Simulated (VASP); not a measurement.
# P (P1) in VASP: relaxation of the atoms with PBEsol

Aim: the relaxation of the atoms of P with PBEsol.

Program: VASP 6.6.1. These are calculated values, not measurements. Logs are shortened: lines on timing, memory, paths and dates and some standing lists are left out, and cuts for length are marked.

**1. The cell of the first run**

The typed cell holds 4 atoms: a = 5.708 Å, b = 5.708 Å, c = 4.544 Å, α = 90.00°, β = 90.00°, γ = 146.44°.

**2. Relaxation of the atoms, PBEsol (atoms moved at random)**

Contents of INCAR:

```
  ALGO = Normal
  EDIFF = 1E-7
  EDIFFG = -0.002
  EFERMI = MIDGAP
  ENCUT = 510
  GGA = PS
  GGA_COMPAT = False
  IBRION = 2
  ISIF = 2
  ISMEAR = 0
  KPAR = 2
  LASPH = True
  LCHARG = False
  LREAL = False
  LWAVE = False
  NELM = 120
  NELMIN = 4
  NSW = 120
  PREC = Accurate
  SIGMA = 0.03
```

Contents of KPOINTS:

```
Automatic mesh
0
Gamma
  7 7 5
  0 0 0
```

Contents of POSCAR:

```
P
1.0
    1.6477431241     -5.4650377251      0.0000000000
    1.6477431241      5.4650377251      0.0000000000
    0.0000000000      0.0000000000      4.5436355900
P
4
Direct
    0.8737150000      0.0607530000      0.5755110000
    0.0720820000      0.8819700000      0.3843450000
    0.5808240000      0.3905030000      0.0767080000
    0.4133120000      0.5950420000      0.8922010000
```

Potentials or basis: VASP PAW PBE potentials, release 64 (P).

Run with:

```console
cat potpaw_PBE.64/P/POTCAR > POTCAR
mpirun -np 2 vasp_std > vasp.out
```

OUTCAR:

```text
EDIFF = 1E-7
   EDIFFG = -0.002
   EFERMI = MIDGAP
   ENCUT = 510
   GGA = PS
   IBRION = 2
   ISIF = 2
   ISMEAR = 0
   LASPH = True
   LREAL = False
   NELM = 120
   NELMIN = 4
   NSW = 120
   PREC = Accurate

 ion  position               nearest neighbor table
   1  0.874  0.061  0.576-   4 2.10   2 2.24   4 2.28
   2  0.072  0.882  0.384-   3 2.14   3 2.18   1 2.24
   3  0.581  0.391  0.077-   2 2.14   2 2.18   4 2.20
   4  0.413  0.595  0.892-   1 2.10   3 2.20   1 2.28

  LATTYP: Found a base centered orthorhombic cell.
 ALAT       =     3.2954862482
 B/A-ratio  =     3.3166806435
 C/A-ratio  =     1.3787451222

  Lattice vectors:

 A1 = (   1.6477431241,  -5.4650377251,   0.0000000000)
 A2 = (   1.6477431241,   5.4650377251,   0.0000000000)
 A3 = (   0.0000000000,   0.0000000000,   4.5436355900)

Analysis of symmetry for initial positions (statically):
=====================================================================
 Subroutine PRICEL returns:
 Original cell was already a primitive cell.

 Routine SETGRP: Setting up the symmetry group for a
 base centered orthorhombic supercell.

 Subroutine GETGRP returns: Found  1 space group operations
 (whereof  1 operations were pure point group operations)
 out of a pool of  8 trial point group operations.

The static configuration has the point symmetry C_1 .

Analysis of symmetry for dynamics (positions and initial velocities):
=====================================================================
 Subroutine PRICEL returns:
 Original cell was already a primitive cell.

 Routine SETGRP: Setting up the symmetry group for a
 base centered orthorhombic supercell.

 Subroutine GETGRP returns: Found  1 space group operations
 (whereof  1 operations were pure point group operations)
 out of a pool of  8 trial point group operations.

The dynamic configuration has the point symmetry C_1 .

 Subroutine INISYM returns: Found  1 space group operations
 (whereof  1 operations are pure point group operations),
 and found     1 'primitive' translations

----------------------------------------------------------------------------------------

                                     Primitive cell

  volume of cell :      81.8307

  direct lattice vectors                    reciprocal lattice vectors
     1.647743124 -5.465037725  0.000000000     0.303445357 -0.091490677  0.000000000
     1.647743124  5.465037725  0.000000000     0.303445357  0.091490677  0.000000000
     0.000000000  0.000000000  4.543635590     0.000000000  0.000000000  0.220088073

  length of vectors
     5.708037731  5.708037731  4.543635590     0.316937894  0.316937894  0.220088073

  position of ions in fractional coordinates (direct lattice)
     0.873715000  0.060753000  0.575511000
     0.072082000  0.881970000  0.384345000
     0.580824000  0.390503000  0.076708000
     0.413312000  0.595042000  0.892201000

  ion indices of the primitive-cell ions
   primitive index   ion index
                 1           1
                 2           2
                 3           3
                 4           4

----------------------------------------------------------------------------------------

 KPOINTS: Automatic mesh

Automatic generation of k-mesh.
 Grid dimensions read from file:
 generate k-points for:    7    7    5

 Generating k-lattice:

  Cartesian coordinates                     Fractional coordinates (reciprocal lattice)
     0.043349337 -0.013070097  0.000000000     0.142857143  0.000000000  0.000000000
     0.043349337  0.013070097  0.000000000     0.000000000  0.142857143  0.000000000
     0.000000000  0.000000000  0.044017615     0.000000000  0.000000000  0.200000000

  Length of vectors
     0.045276842  0.045276842  0.044017615

  Shift w.r.t. Gamma in fractional coordinates (k-lattice)
     0.000000000  0.000000000  0.000000000

 Subroutine IBZKPT returns following result:
 ===========================================

 Found    123 irreducible k-points:

 Following reciprocal coordinates:
            Coordinates               Weight
  0.000000  0.000000  0.000000      1.000000
  0.142857  0.000000  0.000000      2.000000
  0.000000  0.142857  0.000000      2.000000
  0.285714  0.000000  0.000000      2.000000
  0.000000  0.285714  0.000000      2.000000
  0.428571  0.000000  0.000000      2.000000
[... 16 lines left out ...]
 -0.285714  0.285714  0.000000      2.000000
  0.428571  0.428571  0.000000      2.000000
 [... further k-points ...]
   k-points           NKPTS =    123   k-points in BZ     NKDIM =    123   number of bands    NBANDS=     14
   number of dos      NEDOS =    301   number of ions     NIONS =      4
   total plane-waves  NPLWV =  63504
   dimension x,y,z NGX =    42 NGY =   42 NGZ =   36
   dimension x,y,z NGXF=    84 NGYF=   84 NGZF=   72
   ions per type =               4
   NGX,Y,Z   is equivalent  to a cutoff of  12.23, 12.23, 13.17 a.u.
   NGXF,Y,Z  is equivalent  to a cutoff of  24.46, 24.46, 26.34 a.u.
 SYSTEM =  unknown system
   PREC   = accura    normal or accurate (medium, high low for compatibility)
   ISTART =      0    job   : 0-new  1-cont  2-samecut
   ICHARG =      2    charge: 1-file 2-atom 10-const
   ISPIN  =      1    spin polarized calculation?
   LNONCOLLINEAR =      F non collinear calculations
   LSORBIT =      F    spin-orbit coupling
   LASPH  =      T    aspherical Exc in radial PAW
   ENCUT  =  510.0 eV  37.48 Ry    6.12 a.u.  10.51 10.51  8.37*2*pi/ulx,y,z
   NELM   =    120;   NELMIN=  4; NELMDL= -5     # of ELM steps
   EDIFF  = 0.1E-06   stopping-criterion for ELM
   LREAL  =      F    real-space projection
   EDIFFG = -.2E-02   stopping-criterion for IOM
   NSW    =    120    number of steps for IOM
   IBRION =      2    ionic relax: 0-MD 1-quasi-New 2-CG
   NFREE  =      1    steps in history (QN), initial steepest desc. (CG)
   ISIF   =      2    stress and relaxation
   ISYM   =      2    0-nonsym 1-usesym 2-fastsym
   POTIM  = 0.5000    time-step for ionic-motion
   TEBEG  =    0.0;   TEEND  =   0.0 temperature during run

   SCALEE = 1.0000    scale energy and forces
   PSTRESS=    0.0 pullay stress
   NELECT =      20.0000    total number of electrons
   NUPDOWN=      -1.0000    fix difference up-down
   EMIN   =  10.00;   EMAX   =-10.00  energy-range for DOS
   EFERMI =   0.00;   METHOD = MIDGAP
   ISMEAR =     0;   SIGMA  =   0.03  broadening in eV -4-tet -1-fermi 0-gaus
   EFERMI_NEDOS =   21; number of points for ismear=-14 and -15
   IALGO  =     38    algorithm
   IMIX   =      4    mixing-type and parameters
     AMIX     =   0.40;   BMIX     =  1.00
     AMIX_MAG =   1.60;   BMIX_MAG =  1.00
  volume/ion in A,a.u.               =      20.46       138.06
  Fermi-wavevector in a.u.,A,eV,Ry     =   1.023559  1.934246 14.254450  1.047673
  Thomas-Fermi vector in A             =   2.157299
   LORBIT       =      0    0 simple, 1 ext, 2 COOP (PROOUT), +10 PAW based schemes
   GGA     = PS    functional components
   LHFCALC =     F    Hartree Fock is set to
   AEXX    =    0.0000 exact exchange contribution
   IVDW    =     0    specifies the selected vdW correction
   LEPSILON=     F    determine dielectric tensor
   LRPA    =     F    only Hartree local field effects (RPA)

   CSHIFT  =0.1000    complex shift for real part using Kramers Kronig

   OMEGAMAX=  -1.0    maximum frequency
 conjugate gradient relaxation of ions
 non-spin polarized calculation
 Gauss-broadening in eV      SIGMA  =   0.03
  energy-cutoff  :      510.00
  volume of cell :       81.83
 maximum number of plane-waves:      2162
 NGX is ok and might be reduce to    42
   NGX = 21   NGY = 21   NGZ = 17

--------------------------------------- Ionic step        1  -------------------------------------------

 number of electron      20.0000002 magnetization

 Free energy of the ion-electron system (eV)
  ---------------------------------------------------
  ext. energy  EPLUGINS =         0.00000000
  ---------------------------------------------------
  free energy    TOTEN  =       -22.80070308 eV

  energy without entropy =      -22.80070308  energy(sigma->0) =      -22.80070308

------------------------ aborting loop because EDIFF is reached ----------------------------------------

  FORCE on cell =-STRESS in cart. coord.  units (eV):
  Direction    XX          YY          ZZ          XY          YZ          ZX
  --------------------------------------------------------------------------------------
  -------------------------------------------------------------------------------------
  Total        0.6267045      0.8982051      1.6978229     -0.0719520     -0.2390329     -1.3094809
  in kB       12.2703576     17.5861171     33.2419737     -1.4087613     -4.6800680    -25.6385581
  external PRESSURE =      21.0328161 kB  Pullay stress =       0.0000000 kB
[... 95 lines left out ...]
  FREE ENERGIE OF THE ION-ELECTRON SYSTEM (eV)
  ---------------------------------------------------
  free  energy   TOTEN  =       -22.9646736256 eV

  energy  without entropy=      -22.9646736250  energy(sigma->0) =      -22.96467363

[... ionic steps 4 to 16 ...]

--------------------------------------- Ionic step       17  -------------------------------------------

 number of electron      20.0000000 magnetization

------------------------ aborting loop because EDIFF is reached ----------------------------------------
[... 71 lines left out ...]
--------------------------------------- Ionic step       19  -------------------------------------------

 number of electron      20.0000000 magnetization

 Free energy of the ion-electron system (eV)
  ---------------------------------------------------
  ext. energy  EPLUGINS =         0.00000000
  ---------------------------------------------------
  free energy    TOTEN  =       -22.97513238 eV

  energy without entropy =      -22.97513235  energy(sigma->0) =      -22.97513236

 E-fermi :   5.8527     XC(G=0):  -9.6072

 val. band max:        5.7621379454   @ k =  -0.4286   0.4286   0.0000
 cond. band min:       5.9437332889   @ k =  -0.4286   0.4286   0.0000
 fundamental gap:      0.1815953435
 Fermi energy:         5.8527474938

 k-point     1 :       0.0000    0.0000    0.0000
  band No.  band energies     occupation
      1      -9.9053      2.00000
      2      -7.1259      2.00000
      3      -3.9412      2.00000
      4      -0.9598      2.00000
      5       0.8366      2.00000
      6       0.8619      2.00000
      7       1.9074      2.00000
      8       2.9635      2.00000
      9       3.4140      2.00000
     10       4.5425      2.00000
     11       6.3649      0.00000
     12       6.8934      0.00000
     13       7.7716      0.00000
     14       8.6303      0.00000
[... 377 lines left out ...]
      1      -9.5189      2.00000
      2      -7.2165      2.00000
      3      -3.9948      2.00000
      4      -0.0428      2.00000
      5       0.1080      2.00000
      6       0.4120      2.00000
      7       0.6968      2.00000
      8       2.4121      2.00000
      9       4.2346      2.00000
     10       5.5589      2.00000
     11       6.0237      0.00000
     12       7.2913      0.00000
     13       8.4803      0.00000
     14       9.3507      0.00000

 [... further k-points ...]
[... 5 lines left out ...]
  --------------------------------------------------------------------------------------
  -------------------------------------------------------------------------------------
  Total       -0.7944164     -0.6842391     -1.1404480      0.0014176     -0.0014428     -0.0011077
  in kB      -15.5540192    -13.3968379    -22.3290319      0.0277548     -0.0282481     -0.0216871
  external PRESSURE =     -17.0932963 kB  Pullay stress =       0.0000000 kB
[... 19 lines left out ...]
  FREE ENERGIE OF THE ION-ELECTRON SYSTEM (eV)
  ---------------------------------------------------
  free  energy   TOTEN  =       -22.9751323796 eV

  energy  without entropy=      -22.9751323492  energy(sigma->0) =      -22.97513236

 reached required accuracy - stopping structural energy minimisation
```

Run time: 5.7 min. Hardware: 2 MPI ranks of Intel Xeon 6975P-C (Granite Rapids), shared host; peak memory 0.29 GiB.

What came out:

| Item | Value |
| --- | --- |
| Free energy | -22.9751 eV |
| Energy gained by relaxing | 43.6 meV/atom |
| Ionic steps | 19 |
| Pressure after relaxing | -1.7 GPa |
| Band gap on the k mesh | 0.18 eV |

Stress tensor (GPa, compression positive):
```
-1.56  0.00  0.00
 0.00 -1.34  0.00
 0.00  0.00 -2.23
```

Step by step:
```csv
step,energy change (eV),largest force (eV/Å),pressure (GPa)
1,0.0000,1.6586,2.10
2,-0.1632,0.3729,-1.01
3,-0.1640,0.3467,-0.84
4,-0.1734,0.1138,-1.49
5,-0.1735,0.1241,-1.57
6,-0.1742,0.0252,-1.70
7,-0.1742,0.0292,-1.73
8,-0.1743,0.0221,-1.73
9,-0.1744,0.0149,-1.73
10,-0.1744,0.0206,-1.73
11,-0.1744,0.0153,-1.70
12,-0.1744,0.0097,-1.71
13,-0.1744,0.0069,-1.70
14,-0.1744,0.0090,-1.69
15,-0.1744,0.0046,-1.70
16,-0.1744,0.0057,-1.70
17,-0.1744,0.0040,-1.71
18,-0.1744,0.0045,-1.71
19,-0.1744,0.0020,-1.71
```

Final structure:
```cif
data_structure
_symmetry_space_group_name_H-M 'P 1'
_symmetry_Int_Tables_number 1
_cell_length_a 5.7080
_cell_length_b 5.7080
_cell_length_c 4.5436
_cell_angle_alpha 90.000
_cell_angle_beta 90.000
_cell_angle_gamma 146.443
_cell_volume 81.83
loop_
_atom_site_label
_atom_site_type_symbol
_atom_site_fract_x
_atom_site_fract_y
_atom_site_fract_z
_atom_site_occupancy
P1 P 0.88824 0.07873 0.56809 1
P2 P 0.08167 0.88543 0.39630 1
P3 P 0.58171 0.38539 0.06806 1
P4 P 0.38831 0.57872 0.89632 1
```

Caveat: the cell differs from its parent crystal (atoms moved at random); the PAW data sets were made with another functional, which shifts forces and pressure a little; an odd mesh through Γ misses points on the zone boundary, where band edges can lie.
